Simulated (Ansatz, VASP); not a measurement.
# Ta in VASP and in Ansatz

File INCAR:

```
ALGO = Normal
EDIFF = 1E-8
ENCUT = 400
GGA = PE
GGA_COMPAT = F
ISIF = 2
ISMEAR = -1
LASPH = T
LCHARG = F
LEFG = T
LREAL = F
LWAVE = F
NBANDS = 12
NELM = 120
PREC = Accurate
SIGMA = 0.08
```

File KPOINTS:

```
k-points
0
Gamma
  17 17 17
```

The input POSCAR:

```
Ta
1.0
   -1.6512800000      1.6512800000      1.6347672000
    1.6512800000     -1.6512800000      1.6347672000
    1.6512800000      1.6512800000     -1.6347672000
Ta
1
Direct
    0.0000000000      0.0000000000      0.0000000000
```

Input for Ansatz:

```yaml
crystal:
  lattice:
    - [-1.65128, 1.65128, 1.6347672]
    - [1.65128, -1.65128, 1.6347672]
    - [1.65128, 1.65128, -1.6347672]
  atoms:
    - { symbol: Ta, position: [0.0, 0.0, 0.0] }
kpoints:
  mp_grid: { grid: [17, 17, 17] }
scf:
  occupations: { method: fermi_dirac, width: 0.08 }
hamiltonian:
  xc: pbe
  pseudopotentials: { kind: all_electron, datasets: crystal }
output:
  forces: true
  stress: true
  eigenvalues: true
  efg: { contact_densities: true }
```

Change from the starting cell: zz strain of -1 %, crystal datasets.

Alike in both runs: task electric field gradients; functional PBE; k mesh 17 × 17 × 17; occupations fermi-dirac, width 0.08 eV; no spin polarisation.

|  | VASP | Ansatz |
| --- | --- | --- |
| version | VASP 6.6.1 | Ansatz 0.2.0 |
| potentials or method | VASP PAW PBE potentials, release 64 (Ta_pv), cutoff 400 eV | all-electron PAW with datasets made for the crystal, scalar-relativistic |

|  | VASP | Ansatz | Ansatz less VASP |
| --- | --- | --- | --- |
| pressure (GPa) | 5.4 | 5.2 | -0.18 |
| traceless stress, the component that is largest in VASP (GPa) | 0.72 | 0.73 | +0.004 |
| size of Vzz on the site where it differs most (V/Å²) | 6.9 | 7.1 | +0.28 |

Ansatz ran all-electron here, and VASP with PAW potentials.

Spin-orbit coupling is off throughout.
